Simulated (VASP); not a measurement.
Runs of VASP 6.6.1 on Mo. The structure is that of space group I4/mmm (No. 139), or close to it. The cells are those of the table. 

| cell | gap on the mesh (eV) | pressure (GPa) |
| --- | --- | --- |
| a = 2.727 Å, angles 112.1, 112.1, 104.2°, 1 atom | none | (b) |
| a = 2.788 Å, angles 101.5, 101.5, 126.9°, 1 atom | none | 10.6 |
| a = 2.725 Å, angles 107.3, 107.3, 113.9°, 1 atom | none | -1.7 |
| a = 2.823 Å, angles 100.0, 100.0, 130.6°, 1 atom | none | (a) |
| a = 2.765 Å, angles 117.3, 117.3, 94.8°, 1 atom | none | 1.1 |

Alike in all rows: task single point; level PBEsol; potentials or basis VASP PAW PBE potentials, release 64 (Mo_sv); no spin polarisation; k mesh 24 × 24 × 24; cutoff (eV) 520; smearing gaussian 0.15 eV.

Fill in the values left out.

(a) 18.8; (b) -1.6.

Caveats: the PAW data sets were made with another functional, which shifts forces and pressure a little; the cell stands under pressure (at least some runs).

A k mesh can miss the band edges, and the runs leave out spin-orbit coupling on Mo.

A gap of «none» marks levels without a gap at the run's occupations.
